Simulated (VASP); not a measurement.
Write the native input for VASP 6.6.1 that does the following.

```yaml
Task: single point
Functional: r2SCAN
Potentials_or_basis: VASP PAW PBE potentials, release 64 (Ge_d)
Cutoff: 520 eV
k_mesh: 4 × 4 × 4
Occupations: gaussian, width 0.1 eV
Spin: no spin polarisation
Dipole_correction: no
Further_INCAR_settings: ALGO = Normal; EDIFF = 1e-07; NBANDS = 36
```

The system is Ge.

```xyz
4
Lattice="2.5263 -4.0748 0.0000 2.5263 4.0748 0.0000 0.0000 0.0000 3.9869" Properties=species:S:1:pos:R:3 pbc="T T T"
Ge    2.5263    2.8713    0.6118
Ge    2.5263   -1.2036    1.3817
Ge    2.5263   -2.8713    3.3752
Ge    2.5263    1.2036    2.6052
```

One way to write it, as run:

POSCAR

```
Ge
1.0
    2.5262723552     -4.0748330484      0.0000000000
    2.5262723552      4.0748330484      0.0000000000
    0.0000000000      0.0000000000      3.9869254273
Ge
4
Direct
    0.1476818600      0.8523181400      0.1534400749
    0.6476818600      0.3523181400      0.3465599251
    0.8523181400      0.1476818600      0.8465599251
    0.3523181400      0.6476818600      0.6534400749
```

INCAR.step1

```
SYSTEM = Ge
ALGO = Normal
EDIFF = 1E-4
ENCUT = 520
GGA = PE
ISMEAR = 0
LASPH = .True.
LCHARG = .False.
LREAL = .False.
LWAVE = .True.
NBANDS = 36
NELM = 100
PREC = Accurate
SIGMA = 0.1
```

INCAR.step2

```
SYSTEM = Ge
ALGO = Normal
EDIFF = 1E-7
ENCUT = 520
ISIF = 2
ISMEAR = 0
ISTART = 1
LASPH = .True.
LCHARG = .False.
LMIXTAU = .True.
LREAL = .False.
LWAVE = .False.
METAGGA = R2SCAN
NBANDS = 36
NELM = 100
PREC = Accurate
SIGMA = 0.1
```

KPOINTS

```
k-points
0
Gamma
  4 4 4
  0 0 0
```

Potentials or basis: VASP PAW PBE potentials, release 64 (Ge_d).

Launch:

```sh
$ cat potpaw_PBE.64/Ge_d/POTCAR > POTCAR
$ cp INCAR.step1 INCAR
$ mpirun -np 1 vasp_std > vasp.out
$ cp INCAR.step2 INCAR
$ mpirun -np 1 vasp_std > vasp.out
```

Results of the run:

| Property | Result |
| --- | --- |
| Pressure | -0.1 GPa |
| Largest force | 0.005 eV/Å |
| Band gap on the k mesh | zero (bands 28 and 29 overlap by 1.43 eV) |

Caveat: the k points lie up to 0.39 Å⁻¹ apart, too coarse for converged energies and pressures of a metal; the PAW data sets were made with another functional, which shifts forces and pressure a little.

Wall time 5.3 min on 1 thread of Intel Xeon 8259CL (shared host), peak memory 0.21 GiB.
